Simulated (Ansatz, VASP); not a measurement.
One calculation of Pd, two programs

```
Pd
1.0
     0.01945    1.95462    1.95462
     1.95462    0.01945    1.95462
     1.95462    1.95462    0.01945
Pd
1
Direct
  0.00000 0.00000 0.00000
```

Change from the starting cell: equal xy, yz and zx shear strains of +1 %.

Alike in both runs: task single point; functional PBEsol; k mesh 18 × 18 × 18; occupations fermi-dirac, width 0.05 eV; no spin polarisation.

|  | VASP | Ansatz |
| --- | --- | --- |
| version | VASP 6.6.1 | Ansatz 0.2.0 |
| potentials or method | VASP PAW PBE potentials, release 64 (Pd), cutoff 520 eV | all-electron LAPW, scalar-relativistic |

```tsv
	VASP	Ansatz	Ansatz less VASP
pressure (GPa)	-2.5	-2.2	+0.28
traceless stress, the component that is largest in VASP (GPa)	-0.74	-0.74	+0.004
```

VASP's potentials were made for PBE, not for PBEsol. Ansatz ran all-electron here, and VASP with PAW potentials.
